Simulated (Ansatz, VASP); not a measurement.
Given: the input of a run of VASP 6.6.1 on CoO.

The input INCAR:

```
SYSTEM = CoO
  PREC = Accurate
  ENCUT = 520
  EDIFF = 1E-6
  ISMEAR = -1
  SIGMA = 0.05
  LREAL = .False.
  LASPH = .True.
  NELM = 150
  ALGO = Normal
  ISIF = 2
  LWAVE = .False.
  LCHARG = .False.
  ISPIN = 2
  MAGMOM = 2 0
  LORBIT = 11
  LMAXMIX = 4
  GGA = CA
  NBANDS = 18
```

Contents of KPOINTS:

```
regular mesh
0
Gamma
  11 11 11
  0 0 0
```

POSCAR

```
CoO
1.0
    0.0000000000      2.1171941998      2.1171941998
    2.1171941998      0.0000000000      2.1171941998
    2.1171941998      2.1171941998      0.0000000000
Co O
1 1
Direct
    0.0000000000      0.0000000000      0.0000000000
    0.5000000000      0.5000000000      0.5000000000
```

Potentials or basis: VASP PAW LDA potentials, release 64 (Co, O).

Run with:

```console
$ cat potpaw_LDA.64/Co/POTCAR potpaw_LDA.64/O/POTCAR > POTCAR
$ mpirun -np 1 vasp_std > vasp.out
```

**Question.** Translate it to Ansatz 0.2.0. Potentials there: all-electron LAPW, scalar-relativistic.

**Answer.** As run (the cutoff follows the program's own potentials):

File input.yaml:

```yaml
crystal:
  lattice:
    - [0.0, 2.1171941998, 2.1171941998]
    - [2.1171941998, 0.0, 2.1171941998]
    - [2.1171941998, 2.1171941998, 0.0]
  atoms:
    - { symbol: Co, position: [0.0, 0.0, 0.0], spin: 2.0 }
    - { symbol: O, position: [0.5, 0.5, 0.5] }
kpoints:
  mp_grid: { grid: [11, 11, 11] }
scf:
  occupations: { method: fermi_dirac, width: 0.05 }
hamiltonian:
  xc: lda
  pseudopotentials: { kind: all_electron, lapw: { basis_error: 0.001 } }
magnetization:
  spin_polarized: true
output:
  forces: true
  stress: true
  eigenvalues: true
```

Potentials or basis: all-electron LAPW, scalar-relativistic.

Run with:

```bash
$ ansatz run input.yaml --threads 2 --pin off --max-ram 6144MiB --backend cpu --events-out ev --progress --plain --runs-dir out
```

Both were run:

|  | VASP | Ansatz | Ansatz less VASP |
| --- | --- | --- | --- |
| gap on the k mesh at the Fermi level (eV) | none | none | - |
| pressure (GPa) | -18.5 | -16.7 | +1.81 |
| net moment per atom (μB) | 1.32 | 1.41 | +0.094 |
| size of the moment on the site where the two differ most (μB) | 2.31 | 2.47 | +0.159 |

LDA's correlation is that of Perdew and Zunger in VASP and of Perdew and Wang (1992) in Ansatz. Site moments also hang on the region over which each program counts them. A gap of «none» marks a metal or a gap that the smearing closes. Ansatz ran all-electron here, and VASP with PAW potentials.
